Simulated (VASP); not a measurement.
# BP (Pm-3m) in VASP: single point with r2SCAN

Aim: the single point of BP with r2SCAN.

Everything below comes from runs of VASP 6.6.1. Logs are shortened: lines on timing, memory, paths and dates and some standing lists are left out, and cuts for length are marked.

### 1 The cell of the first run

It takes space group Pm-3m (No. 221, cubic). Conventional cell: a = 2.708 Å, b = 2.708 Å, c = 2.708 Å, α = 90.00°, β = 90.00°, γ = 90.00°. Within 3.1 Å of B (site symmetry m-3m) lie 8 P at 2.35 Å and 6 B at 2.71 Å. P (site symmetry m-3m) has 8 B at 2.35 Å and 6 P at 2.71 Å within 3.1 Å.

### 2 Single point, r2SCAN

POSCAR

```
BP
1.0
    2.7080526517      0.0000000000      0.0000000000
    0.0000000000      2.7080526517      0.0000000000
    0.0000000000      0.0000000000      2.7080526517
B P
1 1
Direct
    0.0000000000      0.0000000000      0.0000000000
    0.5000000000      0.5000000000      0.5000000000
```

INCAR.step1

```
PREC     = Accurate       # precision mode
ENCUT    = 520            # plane-wave cutoff, eV
ISMEAR   = -1             # smearing method
SIGMA    = 0.02           # smearing width, eV
LREAL    = False          # projectors in reciprocal space
LASPH    = True           # aspherical terms in the spheres
NELM     = 60             # most SCF steps
NBANDS   = 11             # bands
GGA      = PE             # functional
ALGO     = Normal         # electronic algorithm
EDIFF    = 1E-4           # SCF threshold, eV
LWAVE    = True           # write WAVECAR
LCHARG   = False          # write CHGCAR
```

INCAR.step2

```
PREC     = Accurate       # precision mode
ENCUT    = 520            # plane-wave cutoff, eV
EDIFF    = 1E-6           # SCF threshold, eV
ISMEAR   = -1             # smearing method
SIGMA    = 0.02           # smearing width, eV
LREAL    = False          # projectors in reciprocal space
LASPH    = True           # aspherical terms in the spheres
NELM     = 60             # most SCF steps
ALGO     = Normal         # electronic algorithm
ISIF     = 2              # what is computed and relaxed
LWAVE    = False          # write WAVECAR
LCHARG   = False          # write CHGCAR
METAGGA  = R2SCAN         # meta-GGA
LMIXTAU  = True         
NBANDS   = 11             # bands
ISTART   = 1
```

KPOINTS

```
Automatic mesh
0
Gamma
  10 10 10
```

Potentials or basis: VASP PAW PBE potentials, release 64 (B, P).

Command:

```
$ cat potpaw_PBE.64/B/POTCAR potpaw_PBE.64/P/POTCAR > POTCAR
$ cp INCAR.step1 INCAR
$ mpirun -np 1 vasp_std > vasp.out
$ cp INCAR.step2 INCAR
$ mpirun -np 1 vasp_std > vasp.out
```

OUTCAR:

```text
PREC = Accurate
   ENCUT = 520
   EDIFF = 1E-6
   ISMEAR = -1
   LREAL = False
   LASPH = True
   NELM = 60
   ISIF = 2
   METAGGA = R2SCAN
   ISTART = 1

 ion  position               nearest neighbor table
   1  0.000  0.000  0.000-   2 2.35   2 2.35   2 2.35   2 2.35   2 2.35   2 2.35   2 2.35   2 2.35

   2  0.500  0.500  0.500-   1 2.35   1 2.35   1 2.35   1 2.35   1 2.35   1 2.35   1 2.35   1 2.35

  LATTYP: Found a simple cubic cell.
 ALAT       =     2.7080526517

  Lattice vectors:

 A1 = (   2.7080526517,   0.0000000000,   0.0000000000)
 A2 = (   0.0000000000,   2.7080526517,   0.0000000000)
 A3 = (   0.0000000000,   0.0000000000,   2.7080526517)

Analysis of symmetry for initial positions (statically):
=====================================================================
 Subroutine PRICEL returns:
 Original cell was already a primitive cell.

 Routine SETGRP: Setting up the symmetry group for a
 simple cubic supercell.

 Subroutine GETGRP returns: Found 48 space group operations
 (whereof 48 operations were pure point group operations)
 out of a pool of 48 trial point group operations.

The static configuration has the point symmetry O_h .

Analysis of symmetry for dynamics (positions and initial velocities):
=====================================================================
 Subroutine PRICEL returns:
 Original cell was already a primitive cell.

 Routine SETGRP: Setting up the symmetry group for a
 simple cubic supercell.

 Subroutine GETGRP returns: Found 48 space group operations
 (whereof 48 operations were pure point group operations)
 out of a pool of 48 trial point group operations.

The dynamic configuration has the point symmetry O_h .

 Subroutine INISYM returns: Found 48 space group operations
 (whereof 48 operations are pure point group operations),
 and found     1 'primitive' translations

----------------------------------------------------------------------------------------

                                     Primitive cell

  volume of cell :      19.8596

  direct lattice vectors                    reciprocal lattice vectors
     2.708052652  0.000000000  0.000000000     0.369269039  0.000000000  0.000000000
     0.000000000  2.708052652  0.000000000     0.000000000  0.369269039  0.000000000
     0.000000000  0.000000000  2.708052652     0.000000000  0.000000000  0.369269039

  length of vectors
     2.708052652  2.708052652  2.708052652     0.369269039  0.369269039  0.369269039

  position of ions in fractional coordinates (direct lattice)
     0.000000000  0.000000000  0.000000000
     0.500000000  0.500000000  0.500000000

  ion indices of the primitive-cell ions
   primitive index   ion index
                 1           1
                 2           2

----------------------------------------------------------------------------------------

 KPOINTS: Automatic mesh

Automatic generation of k-mesh.
 Grid dimensions read from file:
 generate k-points for:   10   10   10

 Generating k-lattice:

  Cartesian coordinates                     Fractional coordinates (reciprocal lattice)
     0.036926904  0.000000000  0.000000000     0.100000000  0.000000000  0.000000000
     0.000000000  0.036926904  0.000000000     0.000000000  0.100000000  0.000000000
     0.000000000  0.000000000  0.036926904     0.000000000  0.000000000  0.100000000

  Length of vectors
     0.036926904  0.036926904  0.036926904

  Shift w.r.t. Gamma in fractional coordinates (k-lattice)
     0.000000000  0.000000000  0.000000000

 Subroutine IBZKPT returns following result:
 ===========================================

 Found     56 irreducible k-points:

 Following reciprocal coordinates:
            Coordinates               Weight
  0.000000  0.000000  0.000000      1.000000
  0.100000  0.000000  0.000000      6.000000
  0.200000  0.000000  0.000000      6.000000
  0.300000  0.000000  0.000000      6.000000
  0.400000  0.000000  0.000000      6.000000
  0.500000  0.000000  0.000000      3.000000
[... 16 lines left out ...]
  0.200000  0.100000  0.100000     24.000000
  0.300000  0.100000  0.100000     24.000000
 [... further k-points ...]
   k-points           NKPTS =     56   k-points in BZ     NKDIM =     56   number of bands    NBANDS=     11
   number of dos      NEDOS =    301   number of ions     NIONS =      2
   total plane-waves  NPLWV =   8000
   dimension x,y,z NGX =    20 NGY =   20 NGZ =   20
   dimension x,y,z NGXF=    40 NGYF=   40 NGZF=   40
   ions per type =               1   1
   NGX,Y,Z   is equivalent  to a cutoff of  12.28, 12.28, 12.28 a.u.
   NGXF,Y,Z  is equivalent  to a cutoff of  24.56, 24.56, 24.56 a.u.
 SYSTEM =  unknown system
   PREC   = accura    normal or accurate (medium, high low for compatibility)
   ISTART =      1    job   : 0-new  1-cont  2-samecut
   ICHARG =      0    charge: 1-file 2-atom 10-const
   ISPIN  =      1    spin polarized calculation?
   LNONCOLLINEAR =      F non collinear calculations
   LSORBIT =      F    spin-orbit coupling
   LASPH  =      T    aspherical Exc in radial PAW
   ENCUT  =  520.0 eV  38.22 Ry    6.18 a.u.   5.04  5.04  5.04*2*pi/ulx,y,z
   NELM   =     60;   NELMIN=  2; NELMDL=  0     # of ELM steps
   EDIFF  = 0.1E-05   stopping-criterion for ELM
   LREAL  =      F    real-space projection
   EDIFFG = 0.1E-04   stopping-criterion for IOM
   NSW    =      0    number of steps for IOM
   IBRION =     -1    ionic relax: 0-MD 1-quasi-New 2-CG
   NFREE  =      0    steps in history (QN), initial steepest desc. (CG)
   ISIF   =      2    stress and relaxation
   ISYM   =      2    0-nonsym 1-usesym 2-fastsym
   POTIM  = 0.5000    time-step for ionic-motion
   TEBEG  =    0.0;   TEEND  =   0.0 temperature during run
   PSTRESS=    0.0 pullay stress
   NELECT =       8.0000    total number of electrons
   NUPDOWN=      -1.0000    fix difference up-down
   EMIN   =  10.00;   EMAX   =-10.00  energy-range for DOS
   EFERMI =   0.00;   METHOD = LEGACY
   ISMEAR =    -1;   SIGMA  =   0.02  broadening in eV -4-tet -1-fermi 0-gaus
   EFERMI_NEDOS =   21; number of points for ismear=-14 and -15
   IALGO  =     38    algorithm
   IMIX   =      4    mixing-type and parameters
     AMIX     =   0.40;   BMIX     =  1.00
     AMIX_MAG =   1.60;   BMIX_MAG =  1.00
  volume/ion in A,a.u.               =       9.93        67.01
  Fermi-wavevector in a.u.,A,eV,Ry     =   1.209060  2.284791 19.889339  1.461825
  Thomas-Fermi vector in A             =   2.344649
   LORBIT       =      0    0 simple, 1 ext, 2 COOP (PROOUT), +10 PAW based schemes
   METAGGA = R2SCAN    functional components
   LHFCALC =     F    Hartree Fock is set to
   AEXX    =    0.0000 exact exchange contribution
   IVDW    =     0    specifies the selected vdW correction
   LEPSILON=     F    determine dielectric tensor
   LRPA    =     F    only Hartree local field effects (RPA)
 non-spin polarized calculation
  energy-cutoff  :      520.00
  volume of cell :       19.86
 maximum number of plane-waves:       554
   NGX = 11   NGY = 11   NGZ = 11

 number of electron       7.9999998 magnetization

 Free energy of the ion-electron system (eV)
  ---------------------------------------------------
  ext. energy  EPLUGINS =         0.00000000
  ---------------------------------------------------
  free energy    TOTEN  =       -13.05428797 eV

  energy without entropy =      -13.05155578  energy(sigma->0) =      -13.05292188

 E-fermi :  10.2491     XC(G=0): -13.0618

 val. band max:       10.2481904097   @ k =   0.4000   0.3000   0.3000
 cond. band min:      10.2964120941   @ k =   0.4000   0.1000   0.1000
 fundamental gap:      0.0482216844
 Fermi energy:        10.2490779966

 k-point     1 :       0.0000    0.0000    0.0000
  band No.  band energies     occupation
      1      -8.0912      2.00000
      2       9.0701      2.00000
      3       9.0701      2.00000
      4       9.0701      2.00000
      5      12.7835      0.00000
      6      14.8645      0.00000
      7      14.8645      0.00000
      8      22.0940      0.00000
      9      22.0940      0.00000
     10      22.0940      0.00000
     11      29.2278      0.00000

 k-point     2 :       0.1000    0.0000    0.0000
  band No.  band energies     occupation
      1      -7.8965      2.00000
      2       7.2602      2.00000
      3       9.2568      2.00000
      4       9.2568      2.00000
      5      13.2308      0.00000
      6      15.0565      0.00000
      7      16.6419      0.00000
      8      21.4079      0.00000
      9      21.4079      0.00000
     10      21.7087      0.00000
     11      29.2551      0.00000

 k-point     3 :       0.2000    0.0000    0.0000
  band No.  band energies     occupation
      1      -7.3155      2.00000
      2       4.3909      2.00000
      3       9.8145      2.00000
      4       9.8145      2.00000
      5      13.7331      0.00000
      6      15.6210      0.00000
      7      19.7096      0.00000
      8      19.7096      0.00000
      9      19.7773      0.00000
     10      21.1926      0.00000
     11      29.4798      0.00000

 k-point     4 :       0.3000    0.0000    0.0000
  band No.  band energies     occupation
      1      -6.3625      2.00000
      2       1.6583      2.00000
      3      10.7367      0.00000
      4      10.7367      0.00000
      5      14.4029      0.00000
      6      16.5089      0.00000
      7      17.6187      0.00000
      8      17.6187      0.00000
      9      19.1419      0.00000
     10      24.5899      0.00000
     11      26.5037      0.00000

 k-point     5 :       0.4000    0.0000    0.0000
  band No.  band energies     occupation
      1      -5.0970      2.00000
      2      -0.7031      2.00000
      3      12.0074      0.00000
      4      12.0074      0.00000
      5      15.2620      0.00000
      6      15.5369      0.00000
      7      15.5369      0.00000
      8      17.5480      0.00000
      9      17.8533      0.00000
     10      24.2044      0.00000
     11      28.3928      0.00000
[... 211 lines left out ...]
 k-point    21 :       0.5000    0.5000    0.0000
  band No.  band energies     occupation
      1       0.3997      2.00000
      2       1.5595      2.00000
      3       1.5595      2.00000
      4       3.6909      2.00000
      5      15.8936      0.00000
      6      16.1458      0.00000
      7      19.3958      0.00000
      8      19.3958      0.00000
      9      22.5345      0.00000
     10      22.5345      0.00000
     11      23.3964      0.00000

 k-point    22 :       0.1000    0.1000    0.1000
  band No.  band energies     occupation
      1      -7.5067      2.00000
      2       7.5981      2.00000
      3       7.5981      2.00000
      4       7.6976      2.00000
      5      14.8730      0.00000
      6      17.3951      0.00000
      7      17.3951      0.00000
      8      19.4960      0.00000
      9      21.0172      0.00000
     10      21.0172      0.00000
     11      28.1715      0.00000

 k-point    23 :       0.2000    0.1000    0.1000
  band No.  band energies     occupation
      1      -6.9253      2.00000
      2       4.7622      2.00000
      3       8.1742      2.00000
      4       8.2017      2.00000
      5      15.6169      0.00000
      6      17.6440      0.00000
      7      17.7895      0.00000
      8      19.2573      0.00000
      9      20.1363      0.00000
     10      21.5654      0.00000
     11      27.2396      0.00000

 k-point    24 :       0.3000    0.1000    0.1000
  band No.  band energies     occupation
      1      -5.9711      2.00000
      2       2.0320      2.00000
      3       9.0840      2.00000
      4       9.1283      2.00000
      5      15.5001      0.00000
      6      16.2505      0.00000
      7      16.6219      0.00000
      8      19.1735      0.00000
      9      20.1723      0.00000
     10      24.9933      0.00000
     11      26.9328      0.00000

 [... further k-points ...]
[... 5 lines left out ...]
  --------------------------------------------------------------------------------------
  -------------------------------------------------------------------------------------
  Total        0.0841531      0.0841531      0.0841531     -0.0000000      0.0000000     -0.0000000
  in kB        6.7890537      6.7890537      6.7890537     -0.0000000      0.0000000     -0.0000000
  external PRESSURE =       6.7890537 kB  Pullay stress =       0.0000000 kB

 VOLUME and BASIS-vectors are now :
 -----------------------------------------------------------------------------
  energy-cutoff  :      520.00
  volume of cell :       19.86
      direct lattice vectors                 reciprocal lattice vectors
     2.708052652  0.000000000  0.000000000     0.369269039  0.000000000  0.000000000
     0.000000000  2.708052652  0.000000000     0.000000000  0.369269039  0.000000000
     0.000000000  0.000000000  2.708052652     0.000000000  0.000000000  0.369269039

 POSITION                                       TOTAL-FORCE (eV/Angst)
 -----------------------------------------------------------------------------------
      0.00000      0.00000      0.00000         0.000000      0.000000      0.000000
      1.35403      1.35403      1.35403         0.000000      0.000000      0.000000
 -----------------------------------------------------------------------------------
    total drift:                                0.000000      0.000000     -0.000000

  FREE ENERGIE OF THE ION-ELECTRON SYSTEM (eV)
  ---------------------------------------------------
  free  energy   TOTEN  =       -13.0542879712 eV

  energy  without entropy=      -13.0515557828  energy(sigma->0) =      -13.05292188
```

Run time: 12 s. Hardware: 1 thread of Intel Xeon 6975P-C (Granite Rapids), shared host; peak memory 0.13 GiB.

Results:

- Free energy: -13.0543 eV
- Pressure: 0.7 GPa
- Band gap on the k mesh: zero (band 4 reaches 13.41 eV, above the bottom of band 5 at 6.96 eV)

Levels at points of the mesh, in eV from the Fermi level:
```tsv
k point	band 2	band 3	band 4	band 5	band 6	band 7
(0.00, 0.00, 0.00)	-1.18	-1.18	-1.18	2.53	4.62	4.62
(0.50, 0.00, 0.00)	-12.32	3.16	3.16	3.60	3.60	5.72
(0.50, 0.50, 0.00)	-8.69	-8.69	-6.56	5.64	5.90	9.15
(0.50, 0.50, 0.50)	-4.09	-4.09	-4.09	-3.29	-3.29	-3.29
```

Caveat: the PAW data sets were made with another functional, which shifts forces and pressure a little.
